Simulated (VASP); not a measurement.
The system is MnS.

```xyz
2
Lattice="0.0000 2.8000 2.8000 2.8000 0.0000 2.8000 2.8000 2.8000 0.0000" Properties=species:S:1:pos:R:3 pbc="T T T"
Mn    0.0000    0.0000    0.0000
S     4.2000    4.2000    4.2000
```

Base run:

- Program: VASP 6.6.1
- Functional: PBE
- Potentials or basis: VASP PAW PBE potentials, release 64 (Mn_pv, S)
- Cutoff: 520 eV
- k mesh: 10 × 10 × 10
- Occupations: fermi-dirac, width 0.05 eV
- Spin: collinear spin, ferromagnetic start
- Starting moments: [4.0, 0.0] μB

Its results: pressure 1.1 GPa; net moment 4.92 μB per cell; site moments Mn +4.33; S +0.09 μB.

Task: After a change of settings the same cell gave: pressure -6.7 GPa; net moment 4.67 μB per cell; site moments Mn +4.13; S +0.08 μB. Which change was it?
A. functional from PBE to LDA; potentials or basis from VASP PAW PBE potentials, release 64 (Mn_pv, S) to VASP PAW LDA potentials, release 64 (Mn_pv, S)
B. functional from PBE to r2SCAN
C. functional from PBE to PBEsol

Result: A.

Caveats: a cell with one magnetic atom can't hold antiferromagnetic order, which such compounds often take.
